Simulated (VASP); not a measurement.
The system is In2S.

```
In S
1.0
     3.87043   -0.05104   -0.03646
    -0.05104    3.97127   -0.02043
    -0.10046   -0.05628   10.95047
In S
4 2
Cartesian
  1.8881 -0.0217 3.5969
  1.8659 -0.1105 9.1329
  3.9103 1.9151 1.8544
  3.8025 1.9370 7.2675
  -0.0819 -0.0461 5.4451
  -0.0759 0.0038 -0.0505
```

| Quantity | Value |
| --- | --- |
| Program | VASP 6.6.1 |
| Task | relaxation of cell and atoms |
| Functional | PBE |
| Potentials or basis | VASP PAW PBE potentials, release 64 (In_d, S) |
| Cutoff | 600 eV |
| k mesh | 6 × 6 × 2 |
| Occupations | gaussian, width 0.2 eV |
| Spin | no spin polarisation |

At the start: pressure 0.5 GPa; volume 28.04 Å³/atom.

Task: Where does the relaxation end?

Result: Over 10 steps the energy falls by 13.7 meV/atom and the volume is 28.37 Å³/atom (+1.2 %); space group P1 (No. 1, to 0.1 Å) before, C2 (No. 5, to 0.1 Å).

The path:
```csv
step,energy change (eV),largest force (eV/Å),pressure (GPa),volume (Å³)
1,0.0000,0.7156,0.53,168.27
2,-0.0524,0.3123,-0.16,170.52
3,-0.0637,0.2425,-0.62,172.52
4,-0.0771,0.1008,0.01,170.05
5,-0.0773,0.1042,0.08,169.79
6,-0.0796,0.0770,0.05,169.96
7,-0.0813,0.0516,-0.01,170.29
8,-0.0813,0.0460,0.00,170.25
9,-0.0818,0.0312,-0.02,170.25
10,-0.0822,0.0236,-0.05,170.24
```

Final structure:
```xyz
6
Lattice="3.9499 -0.0597 0.0365 -0.0615 3.9521 -0.0077 0.1064 -0.0186 10.9091" Properties=species:S:1:pos:R:3 pbc="T T T"
In    2.0197   -0.0224    3.6215
In    1.9951    3.9043    9.0866
In    0.0263    1.9758    1.8457
In    0.0532    1.9609    7.2851
S     3.9181    3.8824    5.4749
S     3.8574    3.8822    0.0375
```
